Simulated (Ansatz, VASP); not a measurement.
# ZrAg2N2: VASP beside Ansatz

File INCAR:

```
SYSTEM = ZrAg2N2
  PREC = Accurate
  ENCUT = 600
  EDIFF = 1E-6
  ISMEAR = -1
  SIGMA = 0.15
  LREAL = .False.
  LASPH = .True.
  NELM = 80
  ALGO = Normal
  ISIF = 3
  LWAVE = .False.
  LCHARG = .False.
  GGA = PE
  IBRION = 2
  NSW = 80
  EDIFFG = -0.001
```

KPOINTS

```
regular mesh
0
Gamma
  12 12 6
  0 0 0
```

POSCAR

```
ZrAg2N2
1.0
    3.3170002528      0.0000000000      0.0000000000
   -1.6585001264      2.8726064833      0.0000000000
    0.0000000000      0.0000000000      7.4341673365
Zr Ag N
1 2 2
Direct
    0.0000000000      0.0000000000      0.0000000000
    0.6666666667      0.3333333333      0.3559651578
    0.3333333333      0.6666666667      0.6440348422
    0.6666666667      0.3333333333      0.8509905413
    0.3333333333      0.6666666667      0.1490094587
```

Input for Ansatz:

```yaml
crystal:
  lattice:
    - [3.3170002528, 0.0, 0.0]
    - [-1.6585001264, 2.8726064833, 0.0]
    - [0.0, 0.0, 7.4341673365]
  atoms:
    - { symbol: Zr, position: [0.0, 0.0, 0.0] }
    - { symbol: Ag, position: [0.6666666667, 0.3333333333, 0.3559651578] }
    - { symbol: Ag, position: [0.3333333333, 0.6666666667, 0.6440348422] }
    - { symbol: "N", position: [0.6666666667, 0.3333333333, 0.8509905413] }
    - { symbol: "N", position: [0.3333333333, 0.6666666667, 0.1490094587] }
basis:
  ecutwfc: 420
kpoints:
  mp_grid: { grid: [12, 12, 6] }
hamiltonian:
  xc: pbe
scf:
  occupations: { method: fermi_dirac, width: 0.15 }
output:
  forces: true
  stress: true
  eigenvalues: true
relax:
  adjacent_minimum: "off"
  f_tol: 0.001
  max_steps: 60
  cell: { stress_tol: 0.01 }
```

Alike in both runs: task relaxation of cell and atoms; functional PBE; k mesh 12 × 12 × 6; occupations fermi-dirac, width 0.15 eV; no spin polarisation.

```csv
,VASP,Ansatz
version,VASP 6.6.1,Ansatz 0.2.0
potentials or method,"VASP PAW PBE potentials, release 64 (Zr_sv, Ag, N), cutoff 600 eV","scalar-relativistic, plane waves, PAW"
valence electrons in the cell,44,60
```

Ansatz gave:

* gap on the k mesh at the Fermi level, each at its own relaxed structure (eV): none
* relaxed volume (Å³/atom): 14.17
* relaxed length of the cell vector where the two differ most in proportion (Å): 7.449

**Question.** Estimate VASP's values.

**Answer.** gap on the k mesh at the Fermi level, each at its own relaxed structure (eV): none; relaxed volume (Å³/atom): 14.16; relaxed length of the cell vector where the two differ most in proportion (Å): 7.439.

A gap of «none» marks a metal or a gap that the smearing closes. VASP's potentials hold 44 valence electrons a cell and Ansatz's 60, so a difference there can come from the potentials and not from the codes.
